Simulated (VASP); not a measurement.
# Sn3Te (Im-3m) in VASP: a series of runs

Runs on Sn3Te. Level: PBE. Tasks: single point.

All numbers are computed with VASP 6.6.1; they aren't measurements. Logs are shortened: lines on timing, memory, paths and dates and some standing lists are left out, and cuts for length are marked.

### Step 1. The cell of the first run

Symmetry: Im-3m, No. 229, cubic system. Conventional cell: a = 6.267 Å, b = 6.267 Å, c = 6.267 Å, α = 90.00°, β = 90.00°, γ = 90.00°. Within 4.1 Å of Sn (site symmetry 4/mmm) lie 4 Sn at 3.13 Å and 2 Te at 3.13 Å. Within 4.1 Å of Te (site symmetry m-3m) lie 6 Sn at 3.13 Å.

### Step 2. Single point, PBE

Contents of INCAR:

```
SYSTEM = Sn3Te
PREC     = Accurate       ! precision mode
ENCUT    = 520            ! plane-wave cutoff, eV
EDIFF    = 1E-6           ! SCF threshold, eV
ISMEAR   = 0              ! smearing method
SIGMA    = 0.1            ! smearing width, eV
LREAL    = .FALSE.        ! projectors in reciprocal space
LASPH    = .TRUE.         ! aspherical terms in the spheres
NELM     = 100            ! most SCF steps
ALGO     = Normal         ! electronic algorithm
ISIF     = 2              ! what is computed and relaxed
LWAVE    = .FALSE.        ! write WAVECAR
LCHARG   = .FALSE.        ! write CHGCAR
GGA      = PE             ! functional
NBANDS   = 32             ! bands
```

Contents of KPOINTS:

```
regular mesh
0
G
  4 4 4
  0 0 0
```

Contents of POSCAR:

```
Sn3Te
1.0
   -3.1334954809      3.1334954809      3.1334954809
    3.1334954809     -3.1334954809      3.1334954809
    3.1334954809      3.1334954809     -3.1334954809
Sn Te
3 1
Direct
    0.0000000000      0.5000000000      0.5000000000
    0.5000000000      0.0000000000      0.5000000000
    0.5000000000      0.5000000000      0.0000000000
    0.0000000000      0.0000000000      0.0000000000
```

Potentials or basis: VASP PAW PBE potentials, release 64 (Sn_d, Te).

Started as:

```console
$ cat potpaw_PBE.64/Sn_d/POTCAR potpaw_PBE.64/Te/POTCAR > POTCAR
$ mpirun -np 1 vasp_std > vasp.out
```

OUTCAR:

```text
SYSTEM = Sn3Te
   PREC = Accurate
   ENCUT = 520
   EDIFF = 1E-6
   ISMEAR = 0
   LREAL = .FALSE.
   LASPH = .TRUE.
   NELM = 100
   ISIF = 2
   GGA = PE

 ion  position               nearest neighbor table
   1  0.000  0.500  0.500-   2 3.13   3 3.13   4 3.13   4 3.13   3 3.13   2 3.13
   2  0.500  0.000  0.500-   1 3.13   3 3.13   4 3.13   3 3.13   4 3.13   1 3.13
   3  0.500  0.500  0.000-   1 3.13   2 3.13   4 3.13   2 3.13   1 3.13   4 3.13
   4  0.000  0.000  0.000-   1 3.13   2 3.13   3 3.13   1 3.13   2 3.13   3 3.13

  LATTYP: Found a body centered cubic cell.
 ALAT       =     6.2669909618

  Lattice vectors:

 A1 = (  -3.1334954809,   3.1334954809,   3.1334954809)
 A2 = (   3.1334954809,  -3.1334954809,   3.1334954809)
 A3 = (   3.1334954809,   3.1334954809,  -3.1334954809)

Analysis of symmetry for initial positions (statically):
=====================================================================
 Subroutine PRICEL returns:
 Original cell was already a primitive cell.

 Routine SETGRP: Setting up the symmetry group for a
 body centered cubic supercell.

 Subroutine GETGRP returns: Found 48 space group operations
 (whereof 48 operations were pure point group operations)
 out of a pool of 48 trial point group operations.

The static configuration has the point symmetry O_h .

Analysis of symmetry for dynamics (positions and initial velocities):
=====================================================================
 Subroutine PRICEL returns:
 Original cell was already a primitive cell.

 Routine SETGRP: Setting up the symmetry group for a
 body centered cubic supercell.

 Subroutine GETGRP returns: Found 48 space group operations
 (whereof 48 operations were pure point group operations)
 out of a pool of 48 trial point group operations.

The dynamic configuration has the point symmetry O_h .

 Subroutine INISYM returns: Found 48 space group operations
 (whereof 48 operations are pure point group operations),
 and found     1 'primitive' translations

----------------------------------------------------------------------------------------

                                     Primitive cell

  volume of cell :     123.0686

  direct lattice vectors                    reciprocal lattice vectors
    -3.133495481  3.133495481  3.133495481     0.000000000  0.159566211  0.159566211
     3.133495481 -3.133495481  3.133495481     0.159566211  0.000000000  0.159566211
     3.133495481  3.133495481 -3.133495481     0.159566211  0.159566211  0.000000000

  length of vectors
     5.427373378  5.427373378  5.427373378     0.225660699  0.225660699  0.225660699

  position of ions in fractional coordinates (direct lattice)
     0.000000000  0.500000000  0.500000000
     0.500000000  0.000000000  0.500000000
     0.500000000  0.500000000  0.000000000
     0.000000000  0.000000000  0.000000000

  ion indices of the primitive-cell ions
   primitive index   ion index
                 1           1
                 2           2
                 3           3
                 4           4

----------------------------------------------------------------------------------------

 KPOINTS: regular mesh

Automatic generation of k-mesh.
 Grid dimensions read from file:
 generate k-points for:    4    4    4

 Generating k-lattice:

  Cartesian coordinates                     Fractional coordinates (reciprocal lattice)
     0.000000000  0.039891553  0.039891553     0.250000000  0.000000000  0.000000000
     0.039891553  0.000000000  0.039891553     0.000000000  0.250000000  0.000000000
     0.039891553  0.039891553  0.000000000     0.000000000  0.000000000  0.250000000

  Length of vectors
     0.056415175  0.056415175  0.056415175

  Shift w.r.t. Gamma in fractional coordinates (k-lattice)
     0.000000000  0.000000000  0.000000000

 Subroutine IBZKPT returns following result:
 ===========================================

 Found      8 irreducible k-points:

 Following reciprocal coordinates:
            Coordinates               Weight
  0.000000  0.000000  0.000000      1.000000
  0.250000  0.000000  0.000000     12.000000
  0.500000  0.000000  0.000000      6.000000
  0.250000  0.250000  0.000000     24.000000
  0.250000  0.250000  0.250000      2.000000
 -0.250000  0.250000  0.250000      6.000000
  0.500000  0.500000  0.250000     12.000000
  0.500000  0.500000  0.500000      1.000000
   k-points           NKPTS =      8   k-points in BZ     NKDIM =      8   number of bands    NBANDS=     32
   number of dos      NEDOS =    301   number of ions     NIONS =      4
   total plane-waves  NPLWV =  64000
   dimension x,y,z NGX =    40 NGY =   40 NGZ =   40
   dimension x,y,z NGXF=    80 NGYF=   80 NGZF=   80
   ions per type =               3   1
   NGX,Y,Z   is equivalent  to a cutoff of  12.25, 12.25, 12.25 a.u.
   NGXF,Y,Z  is equivalent  to a cutoff of  24.50, 24.50, 24.50 a.u.
 SYSTEM =  Sn3Te
   PREC   = accura    normal or accurate (medium, high low for compatibility)
   ISTART =      0    job   : 0-new  1-cont  2-samecut
   ICHARG =      2    charge: 1-file 2-atom 10-const
   ISPIN  =      1    spin polarized calculation?
   LNONCOLLINEAR =      F non collinear calculations
   LSORBIT =      F    spin-orbit coupling
   LASPH  =      T    aspherical Exc in radial PAW
   ENCUT  =  520.0 eV  38.22 Ry    6.18 a.u.  10.09 10.09 10.09*2*pi/ulx,y,z
   NELM   =    100;   NELMIN=  2; NELMDL= -5     # of ELM steps
   EDIFF  = 0.1E-05   stopping-criterion for ELM
   LREAL  =      F    real-space projection
   EDIFFG = 0.1E-04   stopping-criterion for IOM
   NSW    =      0    number of steps for IOM
   IBRION =     -1    ionic relax: 0-MD 1-quasi-New 2-CG
   NFREE  =      0    steps in history (QN), initial steepest desc. (CG)
   ISIF   =      2    stress and relaxation
   ISYM   =      2    0-nonsym 1-usesym 2-fastsym
   POTIM  = 0.5000    time-step for ionic-motion
   TEBEG  =    0.0;   TEEND  =   0.0 temperature during run
   PSTRESS=    0.0 pullay stress
   NELECT =      48.0000    total number of electrons
   NUPDOWN=      -1.0000    fix difference up-down
   EMIN   =  10.00;   EMAX   =-10.00  energy-range for DOS
   EFERMI =   0.00;   METHOD = LEGACY
   ISMEAR =     0;   SIGMA  =   0.10  broadening in eV -4-tet -1-fermi 0-gaus
   EFERMI_NEDOS =   21; number of points for ismear=-14 and -15
   IALGO  =     38    algorithm
   IMIX   =      4    mixing-type and parameters
     AMIX     =   0.40;   BMIX     =  1.00
     AMIX_MAG =   1.60;   BMIX_MAG =  1.00
  volume/ion in A,a.u.               =      30.77       207.63
  Fermi-wavevector in a.u.,A,eV,Ry     =   1.196115  2.260329 19.465725  1.430690
  Thomas-Fermi vector in A             =   2.332063
   LORBIT       =      0    0 simple, 1 ext, 2 COOP (PROOUT), +10 PAW based schemes
   GGA     = PE    functional components
   LHFCALC =     F    Hartree Fock is set to
   AEXX    =    0.0000 exact exchange contribution
   IVDW    =     0    specifies the selected vdW correction
   LEPSILON=     F    determine dielectric tensor
   LRPA    =     F    only Hartree local field effects (RPA)
 non-spin polarized calculation
 Gauss-broadening in eV      SIGMA  =   0.10
  energy-cutoff  :      520.00
  volume of cell :      123.07
 maximum number of plane-waves:      3352
   NGX = 21   NGY = 21   NGZ = 21

 number of electron      47.9999971 magnetization

 Free energy of the ion-electron system (eV)
  ---------------------------------------------------
  ext. energy  EPLUGINS =         0.00000000
  ---------------------------------------------------
  free energy    TOTEN  =       -14.99260034 eV

  energy without entropy =      -14.98294529  energy(sigma->0) =      -14.98777281

 E-fermi :   6.4749     XC(G=0):  -9.6241

 val. band max:        6.4444720061   @ k =   0.5000   0.5000   0.2500
 cond. band min:       6.7231973932   @ k =   0.5000   0.0000   0.0000
 fundamental gap:      0.2787253871
 Fermi energy:         6.4749054349

 k-point     1 :       0.0000    0.0000    0.0000
  band No.  band energies     occupation
      1     -14.8694      2.00000
      2     -14.8694      2.00000
      3     -14.8658      2.00000
      4     -14.7896      2.00000
      5     -14.7896      2.00000
      6     -14.7896      2.00000
[... 24 lines left out ...]
     31      10.7408      0.00000
     32      14.3549      0.00000

 k-point     2 :       0.2500    0.0000    0.0000
  band No.  band energies     occupation
      1     -14.8653      2.00000
      2     -14.8399      2.00000
      3     -14.8323      2.00000
      4     -14.7797      2.00000
      5     -14.7786      2.00000
      6     -14.7720      2.00000
[... 24 lines left out ...]
     31      11.2489      0.00000
     32      12.7209      0.00000

 k-point     3 :       0.5000    0.0000    0.0000
  band No.  band energies     occupation
      1     -14.8627      2.00000
      2     -14.7952      2.00000
      3     -14.7823      2.00000
      4     -14.7657      2.00000
      5     -14.7621      2.00000
      6     -14.7496      2.00000
[... 24 lines left out ...]
     31      12.7588      0.00000
     32      13.1549      0.00000

 k-point     4 :       0.2500    0.2500    0.0000
  band No.  band energies     occupation
      1     -14.8379      2.00000
      2     -14.8288      2.00000
      3     -14.7804      2.00000
      4     -14.7668      2.00000
      5     -14.7562      2.00000
      6     -14.7561      2.00000
[... 24 lines left out ...]
     31      11.7061      0.00000
     32      12.0080      0.00000

 k-point     5 :       0.2500    0.2500    0.2500
  band No.  band energies     occupation
      1     -14.7945      2.00000
      2     -14.7945      2.00000
      3     -14.7945      2.00000
      4     -14.7458      2.00000
      5     -14.7458      2.00000
      6     -14.7458      2.00000
[... 24 lines left out ...]
     31       8.4746      0.00000
     32      15.8387      0.00000

 k-point     6 :      -0.2500    0.2500    0.2500
  band No.  band energies     occupation
      1     -14.8646      2.00000
      2     -14.8617      2.00000
      3     -14.7840      2.00000
      4     -14.7808      2.00000
      5     -14.7651      2.00000
      6     -14.7651      2.00000
[... 24 lines left out ...]
     31      12.4751      0.00000
     32      12.4751      0.00000

 k-point     7 :       0.5000    0.5000    0.2500
  band No.  band energies     occupation
      1     -14.8607      2.00000
      2     -14.8353      2.00000
      3     -14.8165      2.00000
      4     -14.7725      2.00000
      5     -14.7710      2.00000
      6     -14.7618      2.00000
[... 24 lines left out ...]
     31      12.1207      0.00000
     32      12.4141      0.00000

 k-point     8 :       0.5000    0.5000    0.5000
  band No.  band energies     occupation
      1     -14.8620      2.00000
      2     -14.8578      2.00000
      3     -14.8578      2.00000
      4     -14.7784      2.00000
      5     -14.7784      2.00000
      6     -14.7784      2.00000
[... 24 lines left out ...]
     31      12.0519      0.00000
     32      13.7879      0.00000

------------------------ aborting loop because EDIFF is reached ----------------------------------------

  FORCE on cell =-STRESS in cart. coord.  units (eV):
  Direction    XX          YY          ZZ          XY          YZ          ZX
  --------------------------------------------------------------------------------------
  -------------------------------------------------------------------------------------
  Total       -0.1137280     -0.1137280     -0.1137280      0.0000000     -0.0000000      0.0000000
  in kB       -1.4805759     -1.4805759     -1.4805759      0.0000000     -0.0000000      0.0000000
  external PRESSURE =      -1.4805759 kB  Pullay stress =       0.0000000 kB

 VOLUME and BASIS-vectors are now :
 -----------------------------------------------------------------------------
  energy-cutoff  :      520.00
  volume of cell :      123.07
      direct lattice vectors                 reciprocal lattice vectors
    -3.133495481  3.133495481  3.133495481     0.000000000  0.159566211  0.159566211
     3.133495481 -3.133495481  3.133495481     0.159566211  0.000000000  0.159566211
     3.133495481  3.133495481 -3.133495481     0.159566211  0.159566211  0.000000000

 POSITION                                       TOTAL-FORCE (eV/Angst)
 -----------------------------------------------------------------------------------
      3.13350      0.00000      0.00000        -0.000000      0.000000     -0.000000
      0.00000      3.13350      0.00000        -0.000000      0.000000     -0.000000
      0.00000      0.00000      3.13350         0.000000     -0.000000      0.000000
      0.00000      0.00000      0.00000         0.000000     -0.000000      0.000000
 -----------------------------------------------------------------------------------
    total drift:                               -0.000000     -0.000000      0.000000

  FREE ENERGIE OF THE ION-ELECTRON SYSTEM (eV)
  ---------------------------------------------------
  free  energy   TOTEN  =       -14.9926003367 eV

  energy  without entropy=      -14.9829452932  energy(sigma->0) =      -14.98777281
```

Run time: 30 s. Hardware: 1 thread of Intel Xeon Platinum 8259CL at 2.50GHz (Skylake/Cascade Lake), shared host; peak memory 0.24 GiB.

Results:

| Item | Value |
| --- | --- |
| Free energy | -14.9926 eV |
| Pressure | -0.1 GPa |
| Band gap on the k mesh | zero (band 24 reaches 7.42 eV, above the bottom of band 25 at 4.65 eV) |

Caveat: spin-orbit coupling is left out, which moves the levels of the heavy elements.

### Step 3. Single point, PBE

This run uses another cell than the first one, of 33.38 Å³/atom, 1.085 times its volume.

Contents of INCAR:

```
SYSTEM = Sn3Te
  PREC = Accurate
  ENCUT = 520
  EDIFF = 1E-6
  ISMEAR = 0
  SIGMA = 0.1
  LREAL = .False.
  LASPH = .True.
  NELM = 80
  ALGO = Normal
  ISIF = 2
  LWAVE = .False.
  LCHARG = .False.
  GGA = PE
  NBANDS = 32
```

Contents of KPOINTS:

```
Automatic mesh
0
Gamma
  4 4 4
  0 0 0
```

Contents of POSCAR:

```
Sn3Te
1.0
   -3.2199538800      3.2199538800      3.2199538800
    3.2199538800     -3.2199538800      3.2199538800
    3.2199538800      3.2199538800     -3.2199538800
Sn Te
3 1
Direct
    0.0000000000      0.5000000000      0.5000000000
    0.5000000000      0.0000000000      0.5000000000
    0.5000000000      0.5000000000      0.0000000000
    0.0000000000      0.0000000000      0.0000000000
```

Potentials or basis: VASP PAW PBE potentials, release 64 (Sn_d, Te).

Started as:

```console
$ cat potpaw_PBE.64/Sn_d/POTCAR potpaw_PBE.64/Te/POTCAR > POTCAR
$ mpirun -np 1 vasp_std > vasp.out
```

OUTCAR:

```text
SYSTEM = Sn3Te
   PREC = Accurate
   ENCUT = 520
   EDIFF = 1E-6
   ISMEAR = 0
   LREAL = .False.
   LASPH = .True.
   NELM = 80
   ISIF = 2
   GGA = PE

 ion  position               nearest neighbor table
   1  0.000  0.500  0.500-   2 3.22   3 3.22   4 3.22   4 3.22   3 3.22   2 3.22
   2  0.500  0.000  0.500-   1 3.22   3 3.22   4 3.22   3 3.22   4 3.22   1 3.22
   3  0.500  0.500  0.000-   1 3.22   2 3.22   4 3.22   2 3.22   1 3.22   4 3.22
   4  0.000  0.000  0.000-   1 3.22   2 3.22   3 3.22   1 3.22   2 3.22   3 3.22

  LATTYP: Found a body centered cubic cell.
 ALAT       =     6.4399077600

[... 459 lines left out ...]
  --------------------------------------------------------------------------------------
  -------------------------------------------------------------------------------------
  Total       -2.5181547     -2.5181547     -2.5181547     -0.0000000      0.0000000      0.0000000
  in kB      -30.2123172    -30.2123172    -30.2123172     -0.0000000      0.0000000      0.0000000
  external PRESSURE =     -30.2123172 kB  Pullay stress =       0.0000000 kB

 VOLUME and BASIS-vectors are now :
 -----------------------------------------------------------------------------
  energy-cutoff  :      520.00
  volume of cell :      133.54
      direct lattice vectors                 reciprocal lattice vectors
    -3.219953880  3.219953880  3.219953880     0.000000000  0.155281727  0.155281727
     3.219953880 -3.219953880  3.219953880     0.155281727  0.000000000  0.155281727
     3.219953880  3.219953880 -3.219953880     0.155281727  0.155281727  0.000000000

 POSITION                                       TOTAL-FORCE (eV/Angst)
 -----------------------------------------------------------------------------------
      3.21995      0.00000      0.00000        -0.000000     -0.000000     -0.000000
      0.00000      3.21995      0.00000        -0.000000      0.000000     -0.000000
      0.00000      0.00000      3.21995         0.000000      0.000000      0.000000
      0.00000      0.00000      0.00000         0.000000      0.000000      0.000000
 -----------------------------------------------------------------------------------
    total drift:                               -0.000000     -0.000000      0.000000

  FREE ENERGIE OF THE ION-ELECTRON SYSTEM (eV)
  ---------------------------------------------------
  free  energy   TOTEN  =       -14.8838599688 eV

  energy  without entropy=      -14.8742158474  energy(sigma->0) =      -14.87903791
```

stdout:

```text
POSCAR found type information on POSCAR SnTe
 POSCAR found :  2 types and       4 ions
 scaLAPACK will be used
 LDA part: xc-table for (Slater+PW92), standard interpolation
 POSCAR, INCAR and KPOINTS ok, starting setup
 FFT: planning ... GRIDC
 FFT: planning ... GRID_SOFT
 FFT: planning ... GRID
 WAVECAR not read
 entering main loop
```

Run time: 42 s. Hardware: 1 thread of Intel Xeon Platinum 8259CL at 2.50GHz (Skylake/Cascade Lake), shared host; peak memory 0.25 GiB.

What came out:

| Quantity | Value |
| --- | --- |
| Free energy | -14.8839 eV |
| Pressure | -3.0 GPa |
| Band gap on the k mesh | zero (band 24 reaches 6.58 eV, above the bottom of band 25 at 3.97 eV) |

Caveat: spin-orbit coupling is left out, which moves the levels of the heavy elements.
